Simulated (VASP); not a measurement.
# ZnS (P1) in VASP: further runs

The runs below take ZnS through single point, with PBEsol.

Program: VASP 6.6.1. These are calculated values, not measurements. Logs are shortened: lines on timing, memory, paths and dates and some standing lists are left out, and cuts for length are marked.

### 1 The cell of the first run

The typed cell holds 18 atoms: a = 6.592 Å, b = 6.592 Å, c = 9.607 Å, α = 83.43°, β = 76.78°, γ = 60.00°.

### 2 Single point, PBEsol (dynamics (nvt nose hoover) at 200 K, volume x 1.0, from the last frame before)

Contents of INCAR:

```
PREC = Accurate
ENCUT = 520
EDIFF = 1E-6
ISMEAR = -1
SIGMA = 0.02
LREAL = Auto
LASPH = T
NELM = 100
ALGO = Normal
ISIF = 2
LWAVE = F
LCHARG = F
GGA = PS
NBANDS = 96
```

Contents of KPOINTS:

```
Automatic mesh
0
Gamma
  2 2 1
  0.5 0.5 0
```

Contents of POSCAR:

```
ZnS
1.0
    0.0000000000     -6.5924320200      0.0000000000
    5.7092136021     -3.2962160100      0.0000000000
    0.0000000000     -2.1974773400      9.3519478348
Zn S
9 9
Direct
    0.6801084017      0.6521630227      0.9990657738
    0.3464591616      0.3342532147      1.0023087346
    0.0116387702     -0.0112537390      1.0024317036
    0.4505854901      0.6804614910      0.6627056854
    0.1262289410      0.3521707437      0.6579660311
    0.7814541616      1.0306920375      0.6781744415
    0.1969368526      0.6602690428      0.3365549141
    0.8723233738      0.3213840168      0.3281122879
    0.5254969083      0.9909743083      0.3370874235
    0.5592774064      0.6510859917      0.2533908488
    0.2344819593      0.3246834204      0.2499993628
    0.9007013365     -0.0167446879      0.2465594377
    0.1376923743      0.6874673595      0.5866237812
    0.8170567171      0.3469285156      0.5793656141
    0.4923232677      0.0089977366      0.5789792774
    0.3750656496      0.6613728725      0.9127303906
    0.0473458908      0.3205140195      0.9131866592
    0.7033738465      0.9930294074      0.9218635681
```

Potentials or basis: VASP PAW PBE potentials, release 64 (Zn, S).

Launch:

```
$ cat potpaw_PBE.64/Zn/POTCAR potpaw_PBE.64/S/POTCAR > POTCAR
$ mpirun -np 1 vasp_std > vasp.out
```

OUTCAR:

```text
PREC = Accurate
   ENCUT = 520
   EDIFF = 1E-6
   ISMEAR = -1
   LREAL = Auto
   LASPH = T
   NELM = 100
   ISIF = 2
   GGA = PS

 ion  position               nearest neighbor table
   1  0.680  0.652  0.999-  16 2.32  17 2.35  18 2.35  10 2.39
   2  0.346  0.334  0.002-  16 2.31  11 2.33  18 2.34  17 2.37
   3  0.012  0.989  0.002-  12 2.29  18 2.32  16 2.33  17 2.36
   4  0.451  0.680  0.663-  13 2.32  16 2.34  15 2.35  14 2.35
   5  0.126  0.352  0.658-  13 2.27  14 2.35  15 2.37  17 2.39
   6  0.781  0.031  0.678-  14 2.29  18 2.29  13 2.37  15 2.39
[... 10 lines left out ...]
  17  0.047  0.321  0.913-   1 2.35   3 2.36   2 2.37   5 2.39
  18  0.703  0.993  0.922-   6 2.29   3 2.32   2 2.34   1 2.35

  LATTYP: Found a base centered monoclinic cell.
 ALAT       =     6.5924320200
 B/A-ratio  =     1.7320508076
 C/A-ratio  =     1.4572248504
 COS(beta)  =    -0.2287452985

  Lattice vectors:

 A1 = (   5.7092136021,   3.2962160100,   0.0000000000)
 A2 = (  -5.7092136021,   3.2962160100,   0.0000000000)
 A3 = (   0.0000000000,  -2.1974773400,   9.3519478348)

Analysis of symmetry for initial positions (statically):
=====================================================================
 Subroutine PRICEL returns:
 Original cell was already a primitive cell.

 Routine SETGRP: Setting up the symmetry group for a
 base centered monoclinic supercell.

 Subroutine GETGRP returns: Found  1 space group operations
 (whereof  1 operations were pure point group operations)
 out of a pool of  4 trial point group operations.

The static configuration has the point symmetry C_1 .

Analysis of symmetry for dynamics (positions and initial velocities):
=====================================================================
 Subroutine PRICEL returns:
 Original cell was already a primitive cell.

 Routine SETGRP: Setting up the symmetry group for a
 base centered monoclinic supercell.

 Subroutine GETGRP returns: Found  1 space group operations
 (whereof  1 operations were pure point group operations)
 out of a pool of  4 trial point group operations.

The dynamic configuration has the point symmetry C_1 .

 Subroutine INISYM returns: Found  1 space group operations
 (whereof  1 operations are pure point group operations),
 and found     1 'primitive' translations

----------------------------------------------------------------------------------------

                                     Primitive cell

  volume of cell :     351.9849

  direct lattice vectors                    reciprocal lattice vectors
     0.000000000 -6.592432020  0.000000000    -0.087577736 -0.151689088 -0.035643199
     5.709213602 -3.296216010  0.000000000     0.175155471  0.000000000  0.000000000
     0.000000000 -2.197477340  9.351947835     0.000000000  0.000000000  0.106929596

  length of vectors
     6.592432020  6.592432020  9.606655764     0.178745285  0.175155471  0.106929596

  position of ions in fractional coordinates (direct lattice)
     0.680108402  0.652163023  0.999065774
     0.346459162  0.334253215  0.002308735
     0.011638770  0.988746261  0.002431704
     0.450585490  0.680461491  0.662705685
     0.126228941  0.352170744  0.657966031
     0.781454162  0.030692038  0.678174441
[... 10 lines left out ...]
     0.047345891  0.320514020  0.913186659
     0.703373846  0.993029407  0.921863568

  ion indices of the primitive-cell ions
   primitive index   ion index
                 1           1
                 2           2
                 3           3
                 4           4
                 5           5
                 6           6
[... 10 lines left out ...]
                17          17
                18          18

----------------------------------------------------------------------------------------

 KPOINTS: Automatic mesh

Automatic generation of k-mesh.
 Grid dimensions read from file:
 generate k-points for:    2    2    1

 Generating k-lattice:

  Cartesian coordinates                     Fractional coordinates (reciprocal lattice)
    -0.043788868 -0.075844544 -0.017821599     0.500000000  0.000000000  0.000000000
     0.087577736  0.000000000  0.000000000     0.000000000  0.500000000  0.000000000
     0.000000000  0.000000000  0.106929596     0.000000000  0.000000000  1.000000000

  Length of vectors
     0.089372642  0.087577736  0.106929596

  Shift w.r.t. Gamma in fractional coordinates (k-lattice)
     0.500000000  0.500000000  0.000000000

 Subroutine IBZKPT returns following result:
 ===========================================

 Found      4 irreducible k-points:

 Following reciprocal coordinates:
            Coordinates               Weight
  0.250000  0.250000  0.000000      2.000000
 -0.250000  0.000000 -0.000000      2.000000
 -0.250000  0.250000 -0.000000      2.000000
  0.250000  0.500000  0.000000      2.000000
   k-points           NKPTS =      4   k-points in BZ     NKDIM =      4   number of bands    NBANDS=     96
   number of dos      NEDOS =    301   number of ions     NIONS =     18
   total plane-waves  NPLWV = 180000
   dimension x,y,z NGX =    50 NGY =   50 NGZ =   72
   dimension x,y,z NGXF=   100 NGYF=  100 NGZF=  144
   ions per type =               9   9
   NGX,Y,Z   is equivalent  to a cutoff of  12.61, 12.61, 12.46 a.u.
   NGXF,Y,Z  is equivalent  to a cutoff of  25.22, 25.22, 24.92 a.u.
 SYSTEM =  unknown system
   PREC   = accura    normal or accurate (medium, high low for compatibility)
   ISTART =      0    job   : 0-new  1-cont  2-samecut
   ICHARG =      2    charge: 1-file 2-atom 10-const
   ISPIN  =      1    spin polarized calculation?
   LNONCOLLINEAR =      F non collinear calculations
   LSORBIT =      F    spin-orbit coupling
   LASPH  =      T    aspherical Exc in radial PAW
   ENCUT  =  520.0 eV  38.22 Ry    6.18 a.u.  12.26 12.26 17.86*2*pi/ulx,y,z
   NELM   =    100;   NELMIN=  2; NELMDL= -5     # of ELM steps
   EDIFF  = 0.1E-05   stopping-criterion for ELM
   LREAL  =      T    real-space projection
   EDIFFG = 0.1E-04   stopping-criterion for IOM
   NSW    =      0    number of steps for IOM
   IBRION =     -1    ionic relax: 0-MD 1-quasi-New 2-CG
   NFREE  =      0    steps in history (QN), initial steepest desc. (CG)
   ISIF   =      2    stress and relaxation
   ISYM   =      2    0-nonsym 1-usesym 2-fastsym
   POTIM  = 0.5000    time-step for ionic-motion
   TEBEG  =    0.0;   TEEND  =   0.0 temperature during run
   PSTRESS=    0.0 pullay stress
   NELECT =     162.0000    total number of electrons
   NUPDOWN=      -1.0000    fix difference up-down
   EMIN   =  10.00;   EMAX   =-10.00  energy-range for DOS
   EFERMI =   0.00;   METHOD = LEGACY
   ISMEAR =    -1;   SIGMA  =   0.02  broadening in eV -4-tet -1-fermi 0-gaus
   EFERMI_NEDOS =   21; number of points for ismear=-14 and -15
   IALGO  =     38    algorithm
   IMIX   =      4    mixing-type and parameters
     AMIX     =   0.40;   BMIX     =  1.00
     AMIX_MAG =   1.60;   BMIX_MAG =  1.00
  volume/ion in A,a.u.               =      19.55       131.96
  Fermi-wavevector in a.u.,A,eV,Ry     =   1.263975  2.388566 21.737115  1.597633
  Thomas-Fermi vector in A             =   2.397304
   LORBIT       =      0    0 simple, 1 ext, 2 COOP (PROOUT), +10 PAW based schemes
   GGA     = PS    functional components
   LHFCALC =     F    Hartree Fock is set to
   AEXX    =    0.0000 exact exchange contribution
   IVDW    =     0    specifies the selected vdW correction
   LEPSILON=     F    determine dielectric tensor
   LRPA    =     F    only Hartree local field effects (RPA)
 non-spin polarized calculation
  energy-cutoff  :      520.00
  volume of cell :      351.98
 maximum number of plane-waves:      9470
 NGX is ok and might be reduce to    50
   NGX = 25   NGY = 25   NGZ = 35

 number of electron     162.0000003 magnetization

 Free energy of the ion-electron system (eV)
  ---------------------------------------------------
  ext. energy  EPLUGINS =         0.00000000
  ---------------------------------------------------
  free energy    TOTEN  =       -68.09773686 eV

  energy without entropy =      -68.09773686  energy(sigma->0) =      -68.09773686

 E-fermi :   2.3988     XC(G=0):  -9.8957

 val. band max:        1.9159930153   @ k =   0.2500   0.2500   0.0000
 cond. band min:       5.1315289684   @ k =  -0.2500   0.0000  -0.0000
 fundamental gap:      3.2155359531
 Fermi energy:         2.3988144552

 k-point     1 :       0.2500    0.2500    0.0000
  band No.  band energies     occupation
      1     -10.9842      2.00000
      2     -10.4233      2.00000
      3     -10.2796      2.00000
      4     -10.1751      2.00000
      5     -10.1018      2.00000
      6      -9.9962      2.00000
[... 85 lines left out ...]
     92       7.5382      0.00000
     93       7.7099      0.00000

 k-point     2 :      -0.2500    0.0000   -0.0000
  band No.  band energies     occupation
      1     -10.9827      2.00000
      2     -10.4261      2.00000
      3     -10.2780      2.00000
      4     -10.1753      2.00000
      5     -10.1161      2.00000
      6      -9.9900      2.00000
[... 85 lines left out ...]
     92       7.4604      0.00000
     93       7.7405      0.00000

 k-point     3 :      -0.2500    0.2500   -0.0000
  band No.  band energies     occupation
      1     -10.7337      2.00000
      2     -10.3959      2.00000
      3     -10.3092      2.00000
      4     -10.2018      2.00000
      5     -10.1389      2.00000
      6     -10.0971      2.00000
[... 85 lines left out ...]
     92       7.2623      0.00000
     93       7.3855      0.00000

 k-point     4 :       0.2500    0.5000    0.0000
  band No.  band energies     occupation
      1     -10.7402      2.00000
      2     -10.3708      2.00000
      3     -10.3101      2.00000
      4     -10.2211      2.00000
      5     -10.1466      2.00000
      6     -10.0765      2.00000
[... 85 lines left out ...]
     92       7.2649      0.00000
     93       7.3151      0.00000
 [bands above 93 left out]

------------------------ aborting loop because EDIFF is reached ----------------------------------------

  FORCE on cell =-STRESS in cart. coord.  units (eV):
  Direction    XX          YY          ZZ          XY          YZ          ZX
  --------------------------------------------------------------------------------------
  -------------------------------------------------------------------------------------
  Total       -3.5073842     -1.5475829     -4.2923051      0.6056905     -0.6875855     -0.7750358
  in kB      -15.9650356     -7.0443426    -19.5378668      2.7570037     -3.1297760     -3.5278354
  external PRESSURE =     -14.1824150 kB  Pullay stress =       0.0000000 kB

 VOLUME and BASIS-vectors are now :
 -----------------------------------------------------------------------------
  energy-cutoff  :      520.00
  volume of cell :      351.98
      direct lattice vectors                 reciprocal lattice vectors
     0.000000000 -6.592432020  0.000000000    -0.087577736 -0.151689088 -0.035643199
     5.709213602 -3.296216010  0.000000000     0.175155471  0.000000000  0.000000000
     0.000000000 -2.197477340  9.351947835     0.000000000  0.000000000  0.106929596

 POSITION                                       TOTAL-FORCE (eV/Angst)
 -----------------------------------------------------------------------------------
      3.72334     -8.82866      9.34321        -0.061739     -0.083941      0.116435
      1.90832     -3.39085      0.02159        -0.141542      0.275150     -0.079889
      5.64496     -3.34119      0.02274         0.111275     -0.140818     -0.203237
      3.88490     -6.66968      6.19759        -0.004896     -0.145290     -0.040070
      2.01062     -3.43885      6.15326        -0.439634      0.151789      0.299830
      0.17523     -6.74312      6.34225        -0.326872      0.207442     -0.290700
[... 10 lines left out ...]
      1.82988     -3.37531      8.54007         0.193884      0.082022      0.024419
      5.66942     -9.93596      8.62122         0.052871      0.105595      0.017425
 -----------------------------------------------------------------------------------
    total drift:                               -0.001885      0.001904     -0.004375

  FREE ENERGIE OF THE ION-ELECTRON SYSTEM (eV)
  ---------------------------------------------------
  free  energy   TOTEN  =       -68.0977368611 eV

  energy  without entropy=      -68.0977368611  energy(sigma->0) =      -68.09773686
```

It took 2.6 min on 1 thread of Intel Xeon Platinum 8559C (Emerald Rapids), shared host; peak memory 0.44 GiB.

Results:

- Free energy: -68.0977 eV
- Pressure: -1.4 GPa
- Largest force: 0.606 eV/Å
- Band gap on the k mesh: 3.22 eV

Forces in eV/Å, atoms in the order of the input:
```
Zn  -0.062 -0.084  0.116
Zn  -0.142  0.275 -0.080
Zn   0.111 -0.141 -0.203
Zn  -0.005 -0.145 -0.040
Zn  -0.440  0.152  0.300
Zn  -0.327  0.207 -0.291
Zn  -0.023 -0.034  0.157
Zn  -0.128 -0.028  0.123
Zn  -0.185 -0.316 -0.252
S    0.259 -0.446 -0.319
S    0.083  0.063  0.035
S    0.297 -0.019  0.299
S    0.098 -0.060 -0.230
S    0.043  0.058 -0.040
S    0.122  0.259  0.383
S    0.049  0.071 -0.002
S    0.194  0.082  0.024
S    0.053  0.106  0.017
```

Caveat: the k points lie up to 0.67 Å⁻¹ apart; the PAW data sets were made with another functional, which shifts forces and pressure a little. A k mesh can miss the band edges.

### 3 Single point, PBEsol (dynamics (nvt nose hoover) at 200 K, volume x 1.0, from the last frame before)

Contents of INCAR:

```
PREC = Accurate ; ENCUT = 520
EDIFF = 1E-6 ; ISMEAR = -1
SIGMA = 0.02 ; LREAL = Auto
LASPH = T ; NELM = 100
ALGO = Normal ; ISIF = 2
LWAVE = F ; LCHARG = T
GGA = PS ; LELF = T
LVHAR = T ; NBANDS = 96
```

KPOINTS is that of step 2.

Contents of POSCAR:

```
ZnS
1.0
    0.0000000000     -6.5924320200      0.0000000000
    5.7092136021     -3.2962160100      0.0000000000
    0.0000000000     -2.1974773400      9.3519478348
Zn S
9 9
Direct
    0.6447353996      0.6851787781      1.0041006607
    0.3344744160      0.3397564245      0.9964382998
   -0.0233941560      0.0021791092      1.0014558641
    0.4320305182      0.6492582444      0.6759358704
    0.1112752975      0.3255693568      0.6672497655
    0.7815493089      0.9772953666      0.6605122386
    0.2400016546      0.6715373197      0.3275907922
    0.9067513829      0.3466484420      0.3337226699
    0.5554655352      1.0187812903      0.3349804827
    0.5869894165      0.6706738032      0.2571482479
    0.2623195339      0.3452359882      0.2474213972
    0.9275007693      0.0013250511      0.2476337594
    0.1470780651      0.6452361493      0.5829680721
    0.8059891688      0.3238274356      0.5870504302
    0.4859504819     -0.0230142029      0.5741207174
    0.3516293301      0.6697447786      0.9229629113
    0.0272992875      0.3287209292      0.9191640236
    0.6895750091      1.0052051648      0.9091653579
```

Potentials or basis: VASP PAW PBE potentials, release 64 (Zn, S).

Launch:

```
$ cat potpaw_PBE.64/Zn/POTCAR potpaw_PBE.64/S/POTCAR > POTCAR
$ mpirun -np 1 vasp_std > vasp.out
```

Run time: 2.6 min. Hardware: 1 thread of Intel Xeon Platinum 8559C (Emerald Rapids), shared host; peak memory 0.44 GiB.

The run converged. Its results:

* Free energy: -67.9611 eV
* Pressure: -0.9 GPa
* Largest force: 1.086 eV/Å
* Band gap on the k mesh: 3.20 eV

Forces on the atoms (eV/Å):
```
Zn  -0.471 -0.452  0.080
Zn  -0.299  0.420  0.120
Zn   0.106 -0.604  0.019
Zn   0.121 -0.559 -0.263
Zn  -0.542  0.012  0.172
Zn   0.235 -0.260 -0.135
Zn   0.154  0.487  0.425
Zn  -0.341  0.451  0.180
Zn  -0.382 -0.138 -0.362
S    0.241 -0.588 -0.626
S   -0.244  0.273 -0.150
S    0.336  0.014  0.295
S    0.444  0.006 -0.303
S   -0.164  0.013 -0.215
S    0.291  0.449  0.946
S    0.359 -0.013 -0.319
S    0.342  0.170  0.002
S   -0.186  0.319  0.136
```

Stress tensor (GPa, compression positive):
```
-1.16 -0.38 -0.34
-0.38 -0.01 -0.49
-0.34 -0.49 -1.62
```

Levels at points of the mesh, in eV from the valence-band top:
```tsv
k point	band 77	band 78	band 79	band 80	band 81	band 82	band 83	band 84	band 85	band 86
(0.25, 0.25, 0.00)	-1.07	-0.80	-0.67	-0.18	0.00	3.20	3.99	4.20	4.33	4.54
```

Caveat: the k points lie up to 0.67 Å⁻¹ apart; the PAW data sets were made with another functional, which shifts forces and pressure a little.
